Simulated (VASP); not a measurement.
# Si3Br (Pm-3m) in VASP: further runs, part 2 of 2

VASP 6.6.1. Earlier steps stand in the parts before.

### Step 5. Single point, PBE

This run uses another cell than the first one, of 18.78 Å³/atom.

INCAR reads:

```
PREC = Accurate
ENCUT = 520
EDIFF = 1E-6
ISMEAR = 0
SIGMA = 0.1
LREAL = False
LASPH = True
NELM = 80
ALGO = Normal
ISIF = 2
LWAVE = False
LCHARG = False
GGA = PE
NBANDS = 18
```

KPOINTS reads:

```
regular mesh
0
Gamma
  12 12 12
```

POSCAR reads:

```
Si3Br
1.0
    4.2195832810      0.0000000000      0.0000000000
    0.0000000000      4.2195832810      0.0000000000
    0.0000000000      0.0000000000      4.2195832810
Si Br
3 1
Direct
    0.5000000000      0.0000000000      0.0000000000
    0.0000000000      0.5000000000      0.0000000000
    0.0000000000      0.0000000000      0.5000000000
    0.5000000000      0.5000000000      0.5000000000
```

Potentials or basis: VASP PAW PBE potentials, release 64 (Si, Br).

Run with:

```console
> cat potpaw_PBE.64/Si/POTCAR potpaw_PBE.64/Br/POTCAR > POTCAR
> mpirun -np 1 vasp_std > vasp.out
```

OUTCAR:

```text
PREC = Accurate
   ENCUT = 520
   EDIFF = 1E-6
   ISMEAR = 0
   LREAL = False
   LASPH = True
   NELM = 80
   ISIF = 2
   GGA = PE

 ion  position               nearest neighbor table
   1  0.500  0.000  0.000-   2 2.98   3 2.98   3 2.98   2 2.98   2 2.98   3 2.98   3 2.98   2 2.98

   2  0.000  0.500  0.000-   1 2.98   3 2.98   3 2.98   1 2.98   3 2.98   3 2.98   1 2.98   1 2.98

   3  0.000  0.000  0.500-   1 2.98   2 2.98   1 2.98   2 2.98   2 2.98   2 2.98   1 2.98   1 2.98

[... 706 lines left out ...]
  Direction    XX          YY          ZZ          XY          YZ          ZX
  --------------------------------------------------------------------------------------
  -------------------------------------------------------------------------------------
  Total        0.0288370      0.0288370      0.0288370     -0.0000000     -0.0000000     -0.0000000
  in kB        0.6149676      0.6149676      0.6149676     -0.0000000     -0.0000000     -0.0000000
  external PRESSURE =       0.6149676 kB  Pullay stress =       0.0000000 kB

 VOLUME and BASIS-vectors are now :
 -----------------------------------------------------------------------------
  energy-cutoff  :      520.00
  volume of cell :       75.13
      direct lattice vectors                 reciprocal lattice vectors
     4.219583281  0.000000000  0.000000000     0.236990227  0.000000000  0.000000000
     0.000000000  4.219583281  0.000000000     0.000000000  0.236990227  0.000000000
     0.000000000  0.000000000  4.219583281     0.000000000  0.000000000  0.236990227

 POSITION                                       TOTAL-FORCE (eV/Angst)
 -----------------------------------------------------------------------------------
      2.10979      0.00000      0.00000         0.000000      0.000000      0.000000
      0.00000      2.10979      0.00000         0.000000      0.000000      0.000000
      0.00000      0.00000      2.10979         0.000000      0.000000      0.000000
      2.10979      2.10979      2.10979         0.000000      0.000000      0.000000
 -----------------------------------------------------------------------------------
    total drift:                                0.000000      0.000000     -0.000000

  FREE ENERGIE OF THE ION-ELECTRON SYSTEM (eV)
  ---------------------------------------------------
  free  energy   TOTEN  =       -14.0759679291 eV

  energy  without entropy=      -14.0647399593  energy(sigma->0) =      -14.07035394
```

stdout:

```text
POSCAR found type information on POSCAR SiBr
 POSCAR found :  2 types and       4 ions
 scaLAPACK will be used
 LDA part: xc-table for (Slater+PW92), standard interpolation
 POSCAR, INCAR and KPOINTS ok, starting setup
 FFT: planning ... GRIDC
 FFT: planning ... GRID_SOFT
 FFT: planning ... GRID
 WAVECAR not read
 entering main loop
```

It took 24 s on 1 thread of Intel Xeon 6975P-C (Granite Rapids), shared host; peak memory 0.24 GiB.

Results:

* Free energy: -14.0760 eV
* Pressure: 0.1 GPa
* Band gap on the k mesh: zero (an odd number of electrons rules out a gap without spin polarisation)

Levels at points of the mesh, in eV from the Fermi level:
| k point | band 6 | band 7 | band 8 | band 9 | band 10 | band 11 | band 12 | band 13 | band 14 | band 15 |
| --- | --- | --- | --- | --- | --- | --- | --- | --- | --- | --- |
| (0.00, 0.00, 0.00) | -4.71 | -4.71 | -0.44 | -0.44 | -0.44 | 2.37 | 2.37 | 2.37 | 3.84 | 4.73 |
| (0.50, 0.00, 0.00) | -3.87 | -3.36 | -2.31 | -2.31 | -0.85 | 1.91 | 1.91 | 1.99 | 2.65 | 4.21 |
| (0.50, 0.50, 0.00) | -2.88 | -2.78 | -2.78 | -0.45 | -0.45 | -0.39 | -0.37 | 3.05 | 3.05 | 5.67 |
| (0.50, 0.50, 0.50) | -7.08 | -7.08 | -5.37 | 1.75 | 1.75 | 1.75 | 6.29 | 6.29 | 6.29 | 6.40 |

Caveat: an odd number of electrons without spin polarisation forces a metal; a magnetic or distorted state may lie lower.

### Step 6. Relaxation of cell and atoms, PBE

INCAR reads:

```
SYSTEM = Si3Br
  PREC = Accurate
  ENCUT = 600
  EDIFF = 1E-6
  ISMEAR = 0
  SIGMA = 0.1
  LREAL = .FALSE.
  LASPH = .TRUE.
  NELM = 100
  ALGO = Normal
  ISIF = 3
  LWAVE = .FALSE.
  LCHARG = .FALSE.
  GGA = PE
  IBRION = 2
  NSW = 100
  EDIFFG = -0.01
```

KPOINTS reads:

```
regular mesh
0
G
  12 12 12
  0 0 0
```

POSCAR reads:

```
Si3Br
1.0
    4.2358123072      0.0000000000      0.0000000000
    0.0000000000      4.2358123072      0.0000000000
    0.0000000000      0.0000000000      4.2358123072
Si Br
3 1
Direct
    0.5000000000      0.0000000000      0.0000000000
    0.0000000000      0.5000000000      0.0000000000
    0.0000000000      0.0000000000      0.5000000000
    0.5000000000      0.5000000000      0.5000000000
```

Potentials or basis: VASP PAW PBE potentials, release 64 (Si, Br).

Run with:

```console
> cat potpaw_PBE.64/Si/POTCAR potpaw_PBE.64/Br/POTCAR > POTCAR
> mpirun -np 1 vasp_std > vasp.out
```

OUTCAR:

```text
SYSTEM = Si3Br
   PREC = Accurate
   ENCUT = 600
   EDIFF = 1E-6
   ISMEAR = 0
   LREAL = .FALSE.
   LASPH = .TRUE.
   NELM = 100
   ISIF = 3
   GGA = PE
   IBRION = 2
   NSW = 100
   EDIFFG = -0.01

 ion  position               nearest neighbor table
   1  0.500  0.000  0.000-   2 3.00   3 3.00   3 3.00   2 3.00   2 3.00   3 3.00   3 3.00   2 3.00

   2  0.000  0.500  0.000-   1 3.00   3 3.00   3 3.00   1 3.00   3 3.00   3 3.00   1 3.00   1 3.00

   3  0.000  0.000  0.500-   1 3.00   2 3.00   1 3.00   2 3.00   2 3.00   2 3.00   1 3.00   1 3.00

   4  0.500  0.500  0.500-

  LATTYP: Found a simple cubic cell.
 ALAT       =     4.2358123072

  Lattice vectors:

 A1 = (   4.2358123072,   0.0000000000,   0.0000000000)
 A2 = (   0.0000000000,   4.2358123072,   0.0000000000)
 A3 = (   0.0000000000,   0.0000000000,   4.2358123072)

Analysis of symmetry for initial positions (statically):
=====================================================================
 Subroutine PRICEL returns:
 Original cell was already a primitive cell.

 Routine SETGRP: Setting up the symmetry group for a
 simple cubic supercell.

 Subroutine GETGRP returns: Found 48 space group operations
 (whereof 48 operations were pure point group operations)
 out of a pool of 48 trial point group operations.

The static configuration has the point symmetry O_h .

Analysis of symmetry for dynamics (positions and initial velocities):
=====================================================================
 Subroutine PRICEL returns:
 Original cell was already a primitive cell.

 Routine SETGRP: Setting up the symmetry group for a
 simple cubic supercell.

 Subroutine GETGRP returns: Found 48 space group operations
 (whereof 48 operations were pure point group operations)
 out of a pool of 48 trial point group operations.

The dynamic configuration has the point symmetry O_h .

[... 185 lines left out ...]

  energy  without entropy=      -14.0644181260  energy(sigma->0) =      -14.06979375

--------------------------------------- Ionic step        2  -------------------------------------------

 number of electron      19.0000000 magnetization

 Free energy of the ion-electron system (eV)
  ---------------------------------------------------
  ext. energy  EPLUGINS =         0.00000000
  ---------------------------------------------------
  free energy    TOTEN  =       -14.07628731 eV

  energy without entropy =      -14.06517903  energy(sigma->0) =      -14.07073317

 E-fermi :   7.1543     XC(G=0): -10.3496

 val. band max:        7.1538897964   @ k =   0.4167   0.4167   0.0833
 cond. band min:       7.2012000504   @ k =   0.5000   0.3333   0.0000
 fundamental gap:      0.0473102540
 Fermi energy:         7.1542910036

 k-point     1 :       0.0000    0.0000    0.0000
  band No.  band energies     occupation
      1     -10.0320      2.00000
      2      -2.6650      2.00000
      3       1.1500      2.00000
      4       1.1500      2.00000
      5       1.1500      2.00000
      6       2.4413      2.00000
      7       2.4413      2.00000
      8       6.7110      2.00000
      9       6.7110      2.00000
     10       6.7110      2.00000
     11       9.5152      0.00000
     12       9.5152      0.00000
     13       9.5152      0.00000
[... 354 lines left out ...]
  band No.  band energies     occupation
      1      -9.6281      2.00000
      2      -2.6727      2.00000
      3      -1.5556      2.00000
      4       0.2279      2.00000
      5       2.2475      2.00000
      6       3.0481      2.00000
      7       4.2762      2.00000
      8       5.6454      2.00000
      9       5.7526      2.00000
     10       7.0988      1.56751
     11       7.1001      1.55665
     12       8.4908      0.00000
     13       9.1296      0.00000

 [... further k-points ...]

------------------------ aborting loop because EDIFF is reached ----------------------------------------

  FORCE on cell =-STRESS in cart. coord.  units (eV):
  Direction    XX          YY          ZZ          XY          YZ          ZX
  --------------------------------------------------------------------------------------
  -------------------------------------------------------------------------------------
  Total       -0.0343620     -0.0343620     -0.0343620      0.0000000      0.0000000     -0.0000000
  in kB       -0.7304436     -0.7304436     -0.7304436      0.0000000      0.0000000     -0.0000000
  external PRESSURE =      -0.7304436 kB  Pullay stress =       0.0000000 kB

 VOLUME and BASIS-vectors are now :
 -----------------------------------------------------------------------------
  energy-cutoff  :      600.00
  volume of cell :       75.37
      direct lattice vectors                 reciprocal lattice vectors
     4.224097590  0.000000000 -0.000000000     0.236736955  0.000000000  0.000000000
    -0.000000000  4.224097590  0.000000000    -0.000000000  0.236736955  0.000000000
    -0.000000000 -0.000000000  4.224097590     0.000000000 -0.000000000  0.236736955

 POSITION                                       TOTAL-FORCE (eV/Angst)
 -----------------------------------------------------------------------------------
      2.11205      0.00000     -0.00000         0.000000      0.000000      0.000000
     -0.00000      2.11205      0.00000         0.000000      0.000000      0.000000
     -0.00000     -0.00000      2.11205         0.000000      0.000000      0.000000
      2.11205      2.11205      2.11205        -0.000000     -0.000000      0.000000
 -----------------------------------------------------------------------------------
    total drift:                                0.000000      0.000000      0.000000

  FREE ENERGIE OF THE ION-ELECTRON SYSTEM (eV)
  ---------------------------------------------------
  free  energy   TOTEN  =       -14.0762873081 eV

  energy  without entropy=      -14.0651790303  energy(sigma->0) =      -14.07073317

 reached required accuracy - stopping structural energy minimisation
```

OSZICAR:

```text
N       E                     dE             d eps       ncg     rms          rms(c)
DAV:   1     0.691846737503E+02    0.69185E+02   -0.81916E+03  2184   0.134E+03
DAV:   2    -0.834559380661E+01   -0.77530E+02   -0.75038E+02  2827   0.184E+02
DAV:   3    -0.141230779735E+02   -0.57775E+01   -0.56504E+01  2861   0.482E+01
[... 14 lines left out ...]
DAV:   4    -0.140763347557E+02    0.30995E-04   -0.31301E-05  2654   0.475E-02    0.156E-01
DAV:   5    -0.140762862518E+02    0.48504E-04   -0.13213E-04  2288   0.728E-02    0.144E-02
DAV:   6    -0.140762866023E+02   -0.35043E-06   -0.10071E-05  2524   0.205E-02    0.148E-02
DAV:   7    -0.140762876544E+02   -0.10521E-05   -0.14203E-06  1272   0.839E-03    0.109E-02
DAV:   8    -0.140762873081E+02    0.34623E-06   -0.16951E-06  1187   0.785E-03
   2 F= -.14076287E+02 E0= -.14070733E+02  d E =-.111793E-02
```

CONTCAR:

```text
Si3Br
   1.00000000000000
     4.2240975896543906    0.0000000000000000   -0.0000000000000000
    -0.0000000000000000    4.2240975896543906    0.0000000000000000
    -0.0000000000000000   -0.0000000000000000    4.2240975896543906
  Si              Br
     3     1
Direct
     0.5000000000000000    0.0000000000000000    0.0000000000000000
     0.0000000000000000    0.5000000000000000    0.0000000000000000
     0.0000000000000000    0.0000000000000000    0.5000000000000000
     0.5000000000000000    0.5000000000000000    0.5000000000000000

  0.00000000E+00  0.00000000E+00  0.00000000E+00
  0.00000000E+00  0.00000000E+00  0.00000000E+00
  0.00000000E+00  0.00000000E+00  0.00000000E+00
  0.00000000E+00  0.00000000E+00  0.00000000E+00
```

It took 42 s on 1 thread of Intel Xeon 6975P-C (Granite Rapids), shared host; peak memory 0.27 GiB.

Results:

| Item | Value |
| --- | --- |
| Free energy | -14.0763 eV |
| Relaxed volume | 18.84 Å³/atom |
| Relaxed cell | a = 4.224 Å, b = 4.224 Å, c = 4.224 Å, α = 90.00°, β = 90.00°, γ = 90.00° |
| Space group after relaxing (to 0.1 Å) | Pm-3m (No. 221) |
| Energy gained by relaxing | 0.3 meV/atom |
| Ionic steps | 2 |
| Pressure after relaxing | -0.1 GPa |
| Band gap on the k mesh | zero (an odd number of electrons rules out a gap without spin polarisation) |

The path:
```csv
step,energy change (eV),largest force (eV/Å),pressure (GPa),volume (Å³)
1,0.0000,0.0000,-0.48,76.00
2,-0.0011,0.0000,-0.07,75.37
```

Final structure:
```
CELL_PARAMETERS angstrom
4.22410 0.00000 0.00000
0.00000 4.22410 0.00000
0.00000 0.00000 4.22410
ATOMIC_POSITIONS crystal
Si 0.50000 0.00000 0.00000
Si 0.00000 0.50000 0.00000
Si 0.00000 0.00000 0.50000
Br 0.50000 0.50000 0.50000
```

Caveat: an odd number of electrons without spin polarisation forces a metal; a magnetic or distorted state may lie lower.

### Step 7. Summary

```csv
task,cell,k mesh,cutoff (eV),gap on the mesh (eV),pressure (GPa),relaxed volume (Å³/atom)
single point,"a = 4.236 Å, 4 atoms",4 × 4 × 4,520,none,0.4,-
single point,"a = 4.397 Å, 4 atoms",4 × 4 × 4,520,none,-4.6,-
relaxation of cell and atoms,"relaxed from a = 4.397 Å, 4 atoms",4 × 4 × 4,600,none,0.1,19.10
single point,"a = 4.220 Å, 4 atoms",12 × 12 × 12,520,none,0.1,-
relaxation of cell and atoms,"relaxed from a = 4.236 Å, 4 atoms",12 × 12 × 12,600,none,-0.1,18.84
```

Alike in all rows: level PBE; potentials or basis VASP PAW PBE potentials, release 64 (Si, Br); no spin polarisation; smearing gaussian 0.1 eV.

Caveats: some runs use coarse meshes; an odd number of electrons without spin polarisation forces a metal; a magnetic or distorted state may lie lower; the cell stands under tension (at least some runs).

Total energies depend on the potentials used, so only differences within one code and one set of settings carry meaning.
